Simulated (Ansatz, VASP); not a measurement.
Two plane-wave programs on Te2Mo

```
Mo Te
1.0
     1.77341    1.02388    7.10414
    -1.77341    1.02388    7.10414
     0.00000   -2.04776    7.10414
Mo Te
1 2
Direct
  0.99996 0.99996 0.99996
  0.41742 0.41742 0.41742
  0.24928 0.24928 0.24928
```

Alike in both runs: task single point; functional PBE; k mesh 6 × 6 × 6; no spin polarisation.

```csv
,VASP,Ansatz
version,VASP 6.6.1,Ansatz 0.2.0
potentials or method,"VASP PAW PBE potentials, release 64 (Mo_sv, Te)",plane waves
plane-wave cutoff (eV),520,420
occupations,"gaussian, width 0.01 eV",fixed
valence electrons in the cell,26,46
```

|  | VASP | Ansatz | Ansatz less VASP |
| --- | --- | --- | --- |
| gap on the k mesh at the Fermi level (eV) | 0.89 | 0.90 | +0.010 |
| pressure (GPa) | 1.9 | 1.9 | -0.02 |
| traceless stress, the component that is largest in VASP (GPa) | 0.91 | 0.84 | -0.060 |
| rms of the force components (eV/Å) | 0.102 | 0.096 | -0.0066 |

Atom by atom the forces differ by 0.007 eV/Å (rms over components). VASP's potentials hold 26 valence electrons a cell and Ansatz's 46, so a difference there can come from the potentials and not from the codes.

Spin-orbit coupling is off throughout.
